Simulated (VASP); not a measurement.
Runs of VASP 6.6.1 on InP. The structure is that of space group Fm-3m (No. 225), or close to it. The cells are those of the table. 

```csv
cell,gap on the mesh (eV),pressure (GPa)
"a = 3.830, b = 3.830, c = 3.859 Å, angles 59.7, 59.7, 60.5°, 2 atoms",none,5.2
"a = 3.830, b = 3.830, c = 3.800 Å, angles 60.3, 60.3, 59.5°, 2 atoms",none,6.7
"a = 3.919, b = 3.919, c = 3.800 Å, angles 61.0, 61.0, 58.0°, 2 atoms",none,(b)
"a = 3.889, b = 3.889, c = 3.800 Å, angles 60.8, 60.8, 58.5°, 2 atoms",none,4.1
"a = 3.859, b = 3.859, c = 3.800 Å, angles 60.5, 60.5, 59.0°, 2 atoms",none,5.3
"a = 4.035 Å, angles 60.0°, 2 atoms",none,-5.3
"a = 3.800 Å, angles 60.0°, 2 atoms",none,(a)
```

Alike in all rows: task single point; level PBE; potentials or basis VASP PAW PBE potentials, release 64 (In_d, P); no spin polarisation; k mesh 18 × 18 × 18; cutoff (eV) 520; smearing gaussian 0.15 eV.

**Question.** Fill in the values left out.

**Answer.** (a) 8.4; (b) 3.0.

Caveats: spin-orbit coupling is left out, which moves the levels of the heavy elements.

A k mesh can miss the band edges, and the runs leave out spin-orbit coupling on In.

A gap of «none» marks levels without a gap at the run's occupations.
